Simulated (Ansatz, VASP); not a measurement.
**One calculation of Mn, two programs**

```xyz
2
Lattice="2.4476 0.0000 0.0000 -1.2238 2.1196 0.0000 0.0000 0.0000 3.9415" Properties=species:S:1:pos:R:3 pbc="T T T"
Mn    0.0000    1.4131    0.9854
Mn    1.2238    0.7065    2.9561
```

Alike in both runs: task single point; functional BLYP; k mesh 16 × 16 × 9; occupations fermi-dirac, width 0.1 eV; no spin polarisation.

|  | VASP | Ansatz |
| --- | --- | --- |
| version | VASP 6.6.1 | Ansatz 0.2.0 |
| potentials or method | VASP PAW PBE potentials, release 64 (Mn_pv), cutoff 520 eV | plane waves (420 eV) with PAW, scalar-relativistic |
| valence electrons in the cell | 26 | 30 |

Ansatz gave:

* pressure (GPa): 25.2
* traceless stress, the component that is largest in VASP (GPa): 0.23

Task: What did VASP give for the same quantities?

Result: Pressure (GPa): 25.3; traceless stress, the component that is largest in VASP (GPa): 0.15.

VASP's potentials were made for PBE, not for BLYP. VASP's potentials hold 26 valence electrons a cell and Ansatz's 30, so a difference there can come from the potentials and not from the codes.
